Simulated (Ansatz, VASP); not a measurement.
## AlN in VASP and in Ansatz

```
CELL_PARAMETERS angstrom
0.00000 2.03906 2.03906
2.03906 0.00000 2.03906
2.03906 2.03906 0.00000
ATOMIC_POSITIONS crystal
Al 0.00000 0.00000 0.00000
N 0.50000 0.50000 0.50000
```

Change from the starting cell: hydrostatic strain +1.0%.

Alike in both runs: task single point; functional r2SCAN; k mesh 10 × 10 × 10; no spin polarisation.

|  | VASP | Ansatz |
| --- | --- | --- |
| version | VASP 6.6.1 | Ansatz 0.2.0 |
| potentials or method | VASP PAW PBE potentials, release 64 (Al, N) | plane waves, PAW |
| plane-wave cutoff (eV) | 520 | 500 |
| occupations | gaussian, width 0.01 eV | fixed |
| valence electrons in the cell | 8 | 8 |

```tsv
	VASP	Ansatz	Ansatz less VASP
gap on the k mesh at the Fermi level (eV)	5.23	5.22	-0.004
pressure (GPa)	-8.5	-7.8	+0.76
```

VASP's potentials were made for PBE, not for r2SCAN.
